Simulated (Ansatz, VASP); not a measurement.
# Sr in VASP and in Ansatz

Contents of INCAR:

```
ALGO = Normal
EDIFF = 1E-7
ENCUT = 520
GGA = RE
GGA_COMPAT = F
ISIF = 2
ISMEAR = 0
LASPH = T
LCHARG = F
LNONCOLLINEAR = T
LORBIT = 11
LORBMOM = T
LREAL = F
LSORBIT = T
LWAVE = F
MAGMOM = 0 0 0
NBANDS = 21
NELM = 150
PREC = Accurate
SIGMA = 0.025
```

The input KPOINTS:

```
k-points
0
Gamma
  8 8 8
```

Contents of POSCAR:

```
Sr
1.0
    0.0000000000      3.0012321217      3.0012321217
    3.0012321217      0.0000000000      3.0012321217
    3.0012321217      3.0012321217      0.0000000000
Sr
1
Direct
    0.0000000000      0.0000000000      0.0000000000
```

The input input.yaml:

```yaml
crystal:
  lattice:
    - [0.0, 3.0012321217, 3.0012321217]
    - [3.0012321217, 0.0, 3.0012321217]
    - [3.0012321217, 3.0012321217, 0.0]
  atoms:
    - { symbol: Sr, position: [0.0, 0.0, 0.0] }
hamiltonian:
  xc: revpbe
  pseudopotentials: { kind: paw_fr }
magnetization:
  noncollinear: true
  spin_orbit: true
kpoints:
  mp_grid: { grid: [8, 8, 8] }
scf:
  occupations: { method: gaussian, width: 0.025 }
output:
  forces: true
  stress: true
  eigenvalues: true
```

Alike in both runs: task single point; functional revPBE; k mesh 8 × 8 × 8; occupations gaussian, width 0.025 eV; non-collinear spin, spin-orbit coupling.

```csv
,VASP,Ansatz
version,VASP 6.6.1,Ansatz 0.2.0
potentials or method,"VASP PAW PBE potentials, release 64 (Sr_sv)",Ansatz PAW
plane-wave cutoff (eV),520,420
valence electrons in the cell,10,10
```

```tsv
	VASP	Ansatz	Ansatz less VASP
pressure (GPa)	0.7	0.7	-0.01
```

VASP's potentials were made for PBE, not for revPBE. The functional is the same, so the differences come from potentials, cutoffs and numerics.
